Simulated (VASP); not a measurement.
# AlN: single point with PBE

AlN:

```
Al N
1.0
     3.31212    0.00000    0.00000
    -1.65606    2.86838    0.00000
     0.00000    0.00000    4.18756
Al N
2 2
Cartesian
  0.0000 1.9123 3.1407
  1.6561 0.9561 1.0469
  0.0000 1.9123 1.0469
  1.7011 0.9561 3.1407
```

This cell differs from its parent crystal: one atom moved.

* Program: VASP 6.6.1
* Task: single point
* Functional: PBE
* Potentials or basis: VASP PAW PBE potentials, release 64 (Al, N)
* Cutoff: 520 eV
* k mesh: 9 × 9 × 6
* Occupations: gaussian, width 0.02 eV
* Spin: no spin polarisation
* Dipole correction: no
* Further INCAR settings: ALGO = Normal; EDIFF = 1e-06; NBANDS = 16

The pressure is 0.2 GPa and the largest force is 0.786 eV/Å. The band gap on the k mesh is 3.26 eV, direct.

Forces on the atoms (eV/Å):
```
Al   0.575  0.053  0.000
Al   0.103  0.000  0.000
N    0.106  0.004  0.000
N   -0.784 -0.057  0.000
```

Stress tensor (GPa, compression positive):
```
0.33 2.43 0.00
2.43 0.16 0.00
0.00 0.00 0.04
```

Levels at points of the mesh, in eV from the valence-band top:
| k point | band 5 | band 6 | band 7 | band 8 | band 9 | band 10 | band 11 | band 12 |
| --- | --- | --- | --- | --- | --- | --- | --- | --- |
| (0.00, 0.00, 0.00) | -3.19 | -1.63 | -1.59 | 0.00 | 3.26 | 4.40 | 8.14 | 8.35 |
| (0.00, 0.00, 0.50) | -2.58 | -2.48 | -2.47 | -2.38 | 5.65 | 5.65 | 8.32 | 8.42 |

It took 3.1 min on 1 thread of AMD EPYC 7R13, with other jobs on the host, peak memory 0.19 GiB.

Caveat: the cell differs from its parent crystal (one atom moved).
